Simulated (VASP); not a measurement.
Input of a VASP 6.6.1 run:

The input INCAR:

```
SYSTEM = AlP2
PREC     = Accurate       ! precision mode
ENCUT    = 520            ! plane-wave cutoff, eV
EDIFF    = 1E-6           ! SCF threshold, eV
ISMEAR   = 0              ! smearing method
SIGMA    = 0.1            ! smearing width, eV
LREAL    = .FALSE.        ! projectors in reciprocal space
LASPH    = .TRUE.         ! aspherical terms in the spheres
NELM     = 80             ! most SCF steps
ALGO     = Normal         ! electronic algorithm
ISIF     = 2              ! what is computed and relaxed
LWAVE    = .FALSE.        ! write WAVECAR
LCHARG   = .FALSE.        ! write CHGCAR
GGA      = PE             ! functional
NBANDS   = 22             ! bands
```

KPOINTS

```
Automatic mesh
0
G
  12 12 4
  0 0 0
```

File POSCAR:

```
AlP2
1.0
    3.3955865046      0.0000000000      0.0000000000
   -1.6977932523      2.9406641737      0.0000000000
    0.0000000000      0.0000000000      9.6261818690
Al P
2 4
Direct
    0.3333333333      0.6666666667      0.3753599918
    0.6666666667      0.3333333333      0.8753599918
    0.3333333333      0.6666666667      0.0452210053
    0.6666666667      0.3333333333      0.5452210053
    0.0000000000      0.0000000000      0.2044190028
    0.0000000000      0.0000000000      0.7044190028
```

Potentials or basis: VASP PAW PBE potentials, release 64 (Al, P).

Launch:

```bash
$ cat potpaw_PBE.64/Al/POTCAR potpaw_PBE.64/P/POTCAR > POTCAR
$ mpirun -np 1 vasp_std > vasp.out
```

What does it give for the pressure?

-0.1 GPa.

Predict the band gap on the k mesh.

zero (band 13 reaches 9.71 eV, above the bottom of band 14 at 6.96 eV).

Predict the largest force.

0.009 eV/Å.

Forces on the atoms (eV/Å):
```
Al   0.000  0.000 -0.001
Al   0.000  0.000 -0.001
P    0.000  0.000  0.009
P    0.000  0.000  0.009
P    0.000  0.000 -0.008
P    0.000  0.000 -0.008
```
